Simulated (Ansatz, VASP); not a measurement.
# Two plane-wave programs on K

```xyz
4
Lattice="4.6549 0.0000 0.0000 -2.3275 4.0313 0.0000 0.0000 0.0000 15.2030" Properties=species:S:1:pos:R:3 pbc="T T T"
K     0.0000    0.0000    0.0000
K     0.0000    0.0000    7.6015
K     0.0000    2.6875    3.8008
K     2.3275    1.3438   11.4023
```

Alike in both runs: task single point; functional PBEsol; k mesh 9 × 9 × 3; occupations fermi-dirac, width 0.1 eV; no spin polarisation.

```csv
,VASP,Ansatz
version,VASP 6.6.1,Ansatz 0.2.0
potentials or method,"VASP PAW PBE potentials, release 64 (K_sv), cutoff 520 eV","plane waves (420 eV) with PAW, scalar-relativistic"
valence electrons in the cell,36,36
```

```csv
,VASP,Ansatz,Ansatz less VASP
pressure (GPa),0.0,0.0,+0.01
```

VASP's potentials were made for PBE, not for PBEsol, and Ansatz warns of the same on its side.
